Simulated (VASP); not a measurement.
Input of a VASP 6.6.1 run:

The input INCAR:

```
PREC = Accurate
ENCUT = 520
EDIFF = 1E-7
ISMEAR = 1
SIGMA = 0.025
LREAL = F
LASPH = T
NELM = 100
ALGO = Normal
ISIF = 2
LWAVE = F
LCHARG = F
GGA = VW
IBRION = 2
NSW = 60
EDIFFG = -0.01
```

File KPOINTS:

```
regular mesh
0
Gamma
  10 10 10
```

Contents of POSCAR:

```
BN
1.0
    0.0000000000      1.8130010000      1.8130010000
    1.8130010000      0.0000000000      1.8130010000
    1.8130010000      1.8130010000      0.0000000000
N B
1 1
Direct
    0.2736200000      0.2507190000      0.1853900000
    0.0319160000     -0.0296780000     -0.0122210000
```

Potentials or basis: VASP PAW PBE potentials, release 64 (N, B).

The run is started by

```sh
$ cat potpaw_PBE.64/N/POTCAR potpaw_PBE.64/B/POTCAR > POTCAR
$ mpirun -np 1 vasp_std > vasp.out
```

Q: What does it give for the band gap on the k mesh?

A: 4.34 eV (least direct gap 8.66 eV).

Q: Estimate the energy gained by relaxing.

A: 80.9 meV/atom.

Final structure:
```
N B
1.0
     0.00000    1.81300    1.81300
     1.81300    0.00000    1.81300
     1.81300    1.81300    0.00000
N B
1 1
Direct
  0.27779 0.23552 0.21157
  0.02774 0.98552 0.96160
```

Caveat: the cell differs from its parent crystal (atoms moved at random). A k mesh can miss the band edges.
